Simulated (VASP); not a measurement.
# Be (Fm-3m) in VASP: single point with PBEsol

Aim: the single point of Be with PBEsol.

All numbers are computed with VASP 6.6.1; they aren't measurements. Logs are shortened: lines on timing, memory, paths and dates and some standing lists are left out, and cuts for length are marked.

### Step 1. The cell of the first run

It takes space group Fm-3m (No. 225, cubic). Conventional cell: a = 3.094 Å, b = 3.094 Å, c = 3.094 Å, α = 90.00°, β = 90.00°, γ = 90.00°. Be (site symmetry m-3m) has 12 Be at 2.19 Å within 2.9 Å.

This isn't the form of Be at room conditions, which is hcp.

### Step 2. Single point, PBEsol (7.40 Å³/atom)

POSCAR

```
Be
1.0
    0.0000000000      1.5468885597      1.5468885597
    1.5468885597      0.0000000000      1.5468885597
    1.5468885597      1.5468885597      0.0000000000
Be
1
Direct
    0.0000000000      0.0000000000      0.0000000000
```

INCAR.step1

```
SYSTEM = Be
  PREC = Accurate
  ENCUT = 520
  EDIFF = 1E-7
  ISMEAR = -1
  SIGMA = 0.05
  LREAL = .False.
  LASPH = .True.
  NELM = 80
  ALGO = Normal
  ISIF = 2
  LWAVE = .False.
  LCHARG = .True.
  GGA = PS
  NBANDS = 7
```

KPOINTS.step1

```
Automatic mesh
0
Gamma
  23 23 23
  0 0 0
```

INCAR.step2

```
SYSTEM = Be
  PREC = Accurate
  ENCUT = 520
  EDIFF = 1E-7
  ISMEAR = -5
  SIGMA = 0.05
  LREAL = .False.
  LASPH = .True.
  NELM = 80
  ALGO = Normal
  ISIF = 2
  LWAVE = .False.
  LCHARG = .False.
  GGA = PS
  LORBIT = 11
  NBANDS = 7
  NEDOS = 2001
  ICHARG = 11
```

KPOINTS.step2

```
Automatic mesh
0
Gamma
  35 35 35
  0 0 0
```

Potentials or basis: VASP PAW PBE potentials, release 64 (Be).

On the command line:

```sh
> cat potpaw_PBE.64/Be/POTCAR > POTCAR
> cp INCAR.step1 INCAR
> cp KPOINTS.step1 KPOINTS
> mpirun -np 1 vasp_std > vasp.out
> cp INCAR.step2 INCAR
> cp KPOINTS.step2 KPOINTS
> mpirun -np 1 vasp_std > vasp.out
```

OUTCAR:

```text
SYSTEM = Be
   PREC = Accurate
   ENCUT = 520
   EDIFF = 1E-7
   ISMEAR = -5
   LREAL = .False.
   LASPH = .True.
   NELM = 80
   ISIF = 2
   GGA = PS
   LORBIT = 11
   ICHARG = 11

 ion  position               nearest neighbor table
   1  0.000  0.000  0.000-

  LATTYP: Found a face centered cubic cell.
 ALAT       =     3.0937771194

  Lattice vectors:

 A1 = (   0.0000000000,   1.5468885597,   1.5468885597)
 A2 = (   1.5468885597,   0.0000000000,   1.5468885597)
 A3 = (   1.5468885597,   1.5468885597,   0.0000000000)

Analysis of symmetry for initial positions (statically):
=====================================================================
 Subroutine PRICEL returns:
 Original cell was already a primitive cell.

 Routine SETGRP: Setting up the symmetry group for a
 face centered cubic supercell.

 Subroutine GETGRP returns: Found 48 space group operations
 (whereof 48 operations were pure point group operations)
 out of a pool of 48 trial point group operations.

The static configuration has the point symmetry O_h .

Analysis of symmetry for dynamics (positions and initial velocities):
=====================================================================
 Subroutine PRICEL returns:
 Original cell was already a primitive cell.

 Routine SETGRP: Setting up the symmetry group for a
 face centered cubic supercell.

 Subroutine GETGRP returns: Found 48 space group operations
 (whereof 48 operations were pure point group operations)
 out of a pool of 48 trial point group operations.

The dynamic configuration has the point symmetry O_h .

 Subroutine INISYM returns: Found 48 space group operations
 (whereof 48 operations are pure point group operations),
 and found     1 'primitive' translations

----------------------------------------------------------------------------------------

                                     Primitive cell

  volume of cell :       7.4030

  direct lattice vectors                    reciprocal lattice vectors
     0.000000000  1.546888560  1.546888560    -0.323229490  0.323229490  0.323229490
     1.546888560  0.000000000  1.546888560     0.323229490 -0.323229490  0.323229490
     1.546888560  1.546888560  0.000000000     0.323229490  0.323229490 -0.323229490

  length of vectors
     2.187630781  2.187630781  2.187630781     0.559849899  0.559849899  0.559849899

  position of ions in fractional coordinates (direct lattice)
     0.000000000  0.000000000  0.000000000

  ion indices of the primitive-cell ions
   primitive index   ion index
                 1           1

----------------------------------------------------------------------------------------

 KPOINTS: Automatic mesh

Automatic generation of k-mesh.
 Grid dimensions read from file:
 generate k-points for:   35   35   35

 Generating k-lattice:

  Cartesian coordinates                     Fractional coordinates (reciprocal lattice)
    -0.009235128  0.009235128  0.009235128     0.028571429  0.000000000  0.000000000
     0.009235128 -0.009235128  0.009235128     0.000000000  0.028571429  0.000000000
     0.009235128  0.009235128 -0.009235128     0.000000000  0.000000000  0.028571429

  Length of vectors
     0.015995711  0.015995711  0.015995711

  Shift w.r.t. Gamma in fractional coordinates (k-lattice)
     0.000000000  0.000000000  0.000000000

 TETIRR: Found   5679 inequivalent tetrahedra from   257250

 Subroutine IBZKPT returns following result:
 ===========================================

 Found   1140 irreducible k-points:

 Following reciprocal coordinates:
            Coordinates               Weight
  0.000000  0.000000  0.000000      1.000000
  0.028571  0.000000  0.000000      8.000000
  0.057143  0.000000  0.000000      8.000000
  0.085714  0.000000  0.000000      8.000000
  0.114286  0.000000  0.000000      8.000000
  0.142857  0.000000  0.000000      8.000000
[... 16 lines left out ...]
  0.142857  0.028571  0.000000     24.000000
  0.171429  0.028571  0.000000     24.000000
 [... further k-points ...]
   k-points           NKPTS =   1140   k-points in BZ     NKDIM =   1140   number of bands    NBANDS=      7
   number of dos      NEDOS =   2001   number of ions     NIONS =      1
   total plane-waves  NPLWV =   4096
   dimension x,y,z NGX =    16 NGY =   16 NGZ =   16
   dimension x,y,z NGXF=    32 NGYF=   32 NGZF=   32
   ions per type =               1
   NGX,Y,Z   is equivalent  to a cutoff of  12.16, 12.16, 12.16 a.u.
   NGXF,Y,Z  is equivalent  to a cutoff of  24.32, 24.32, 24.32 a.u.
 SYSTEM =  Be
   PREC   = accura    normal or accurate (medium, high low for compatibility)
   ISTART =      0    job   : 0-new  1-cont  2-samecut
   ICHARG =     11    charge: 1-file 2-atom 10-const
   ISPIN  =      1    spin polarized calculation?
   LNONCOLLINEAR =      F non collinear calculations
   LSORBIT =      F    spin-orbit coupling
   LASPH  =      T    aspherical Exc in radial PAW
   ENCUT  =  520.0 eV  38.22 Ry    6.18 a.u.   4.07  4.07  4.07*2*pi/ulx,y,z
   NELM   =     80;   NELMIN=  2; NELMDL=  0     # of ELM steps
   EDIFF  = 0.1E-06   stopping-criterion for ELM
   LREAL  =      F    real-space projection
   EDIFFG = 0.1E-05   stopping-criterion for IOM
   NSW    =      0    number of steps for IOM
   IBRION =     -1    ionic relax: 0-MD 1-quasi-New 2-CG
   NFREE  =      0    steps in history (QN), initial steepest desc. (CG)
   ISIF   =      2    stress and relaxation
   ISYM   =      2    0-nonsym 1-usesym 2-fastsym
   POTIM  = 0.5000    time-step for ionic-motion
   TEBEG  =    0.0;   TEEND  =   0.0 temperature during run
   PSTRESS=    0.0 pullay stress
   NELECT =       2.0000    total number of electrons
   NUPDOWN=      -1.0000    fix difference up-down
   EMIN   =  10.00;   EMAX   =-10.00  energy-range for DOS
   EFERMI =   0.00;   METHOD = LEGACY
   ISMEAR =    -5;   SIGMA  =   0.05  broadening in eV -4-tet -1-fermi 0-gaus
   EFERMI_NEDOS =   21; number of points for ismear=-14 and -15
   IALGO  =     38    algorithm
   IMIX   =      4    mixing-type and parameters
     AMIX     =   0.40;   BMIX     =  1.00
     AMIX_MAG =   1.60;   BMIX_MAG =  1.00
  volume/ion in A,a.u.               =       7.40        49.96
  Fermi-wavevector in a.u.,A,eV,Ry     =   1.058317  1.999929 15.239002  1.120035
  Thomas-Fermi vector in A             =   2.193622
   LORBIT       =     11    0 simple, 1 ext, 2 COOP (PROOUT), +10 PAW based schemes
   GGA     = PS    functional components
   LHFCALC =     F    Hartree Fock is set to
   AEXX    =    0.0000 exact exchange contribution
   IVDW    =     0    specifies the selected vdW correction
   LEPSILON=     F    determine dielectric tensor
   LRPA    =     F    only Hartree local field effects (RPA)
 non-spin polarized calculation
 Fermi weights with tetrahedron method with Bloechl corrections
  energy-cutoff  :      520.00
  volume of cell :        7.40
 maximum number of plane-waves:       210

 number of electron       2.0000000 magnetization

 Free energy of the ion-electron system (eV)
  ---------------------------------------------------
  ext. energy  EPLUGINS =         0.00000000
  ---------------------------------------------------
  free energy    TOTEN  =        -3.91023631 eV

  energy without entropy =       -3.91023631  energy(sigma->0) =       -3.91023631

 E-fermi :   8.1816     XC(G=0): -10.8295

 val. band max:        8.2139455454   @ k =  -0.2571   0.4571   0.2000
 cond. band min:       8.2549591429   @ k =  -0.3714   0.3429   0.0286
 fundamental gap:      0.0410135976
 Fermi energy:         8.1816360674

 k-point     1 :       0.0000    0.0000    0.0000
  band No.  band energies     occupation
      1      -4.1436      2.00000
      2      28.5080      0.00000
      3      28.5080      0.00000
      4      28.5080      0.00000
      5      38.3620      0.00000
      6      38.3620      0.00000
      7      38.3620      0.00000

 k-point     2 :       0.0286    0.0000    0.0000
  band No.  band energies     occupation
      1      -4.1161      2.00000
      2      28.2703      0.00000
      3      28.4563      0.00000
      4      28.4563      0.00000
      5      37.8413      0.00000
      6      38.4608      0.00000
      7      38.4608      0.00000

 k-point     3 :       0.0571    0.0000    0.0000
  band No.  band energies     occupation
      1      -4.0334      2.00000
      2      27.5793      0.00000
      3      28.3088      0.00000
      4      28.3088      0.00000
      5      37.1299      0.00000
      6      38.7432      0.00000
      7      38.7432      0.00000

 k-point     4 :       0.0857    0.0000    0.0000
  band No.  band energies     occupation
      1      -3.8955      2.00000
      2      26.5082      0.00000
      3      28.0857      0.00000
      4      28.0857      0.00000
      5      36.6867      0.00000
      6      39.1682      0.00000
      7      39.1682      0.00000

 k-point     5 :       0.1143    0.0000    0.0000
  band No.  band energies     occupation
      1      -3.7025      2.00000
      2      25.1683      0.00000
      3      27.8118      0.00000
      4      27.8118      0.00000
      5      36.5274      0.00000
      6      39.6618      0.00000
      7      39.6618      0.00000
[... 161 lines left out ...]
 k-point    22 :       0.1143    0.0286    0.0000
  band No.  band energies     occupation
      1      -3.7483      2.00000
      2      25.6217      0.00000
      3      27.3766      0.00000
      4      28.2678      0.00000
      5      36.1310      0.00000
      6      39.5106      0.00000
      7      40.0666      0.00000

 k-point    23 :       0.1429    0.0286    0.0000
  band No.  band energies     occupation
      1      -3.5185      2.00000
      2      24.1754      0.00000
      3      27.0258      0.00000
      4      28.0447      0.00000
      5      36.1780      0.00000
      6      39.8595      0.00000
      7      40.5842      0.00000

 k-point    24 :       0.1714    0.0286    0.0000
  band No.  band energies     occupation
      1      -3.2337      2.00000
      2      22.6226      0.00000
      3      26.6835      0.00000
      4      27.7832      0.00000
      5      36.3864      0.00000
      6      39.9811      0.00000
      7      40.9043      0.00000

 [... further k-points ...]

------------------------ aborting loop because EDIFF is reached ----------------------------------------

  FORCE on cell =-STRESS in cart. coord.  units (eV):
  Direction    XX          YY          ZZ          XY          YZ          ZX
  --------------------------------------------------------------------------------------
  -------------------------------------------------------------------------------------
  Total        0.3348639      0.3348639      0.3348639      0.0000000      0.0000000      0.0000000
  in kB       72.4722741     72.4722741     72.4722741      0.0000000      0.0000000      0.0000000
  external PRESSURE =      72.4722741 kB  Pullay stress =       0.0000000 kB

 VOLUME and BASIS-vectors are now :
 -----------------------------------------------------------------------------
  energy-cutoff  :      520.00
  volume of cell :        7.40
      direct lattice vectors                 reciprocal lattice vectors
     0.000000000  1.546888560  1.546888560    -0.323229490  0.323229490  0.323229490
     1.546888560  0.000000000  1.546888560     0.323229490 -0.323229490  0.323229490
     1.546888560  1.546888560  0.000000000     0.323229490  0.323229490 -0.323229490

 POSITION                                       TOTAL-FORCE (eV/Angst)
 -----------------------------------------------------------------------------------
      0.00000      0.00000      0.00000        -0.000000      0.000000     -0.000000
 -----------------------------------------------------------------------------------
    total drift:                               -0.000000     -0.000000     -0.000000

  FREE ENERGIE OF THE ION-ELECTRON SYSTEM (eV)
  ---------------------------------------------------
  free  energy   TOTEN  =        -3.9102363055 eV

  energy  without entropy=       -3.9102363055  energy(sigma->0) =       -3.91023631

 total charge

# of ion       s       p       d       tot
------------------------------------------
    1        0.407   0.846   0.000   1.253
```

Wall time 32 s (1 thread of Intel Xeon Platinum 8488C (Sapphire Rapids), shared host); peak memory 0.15 GiB.

Results:

```yaml
Valence_electrons_inside_the_program's_atomic_spheres: Be 1.25
```

Levels at points of the mesh, in eV from the Fermi level:
```csv
k point,band 1,band 2,band 3,band 4
"(0.00, 0.00, 0.00)",-12.33,20.33,20.33,20.33
```

Caveat: the PAW data sets were made with another functional, which shifts forces and pressure a little.
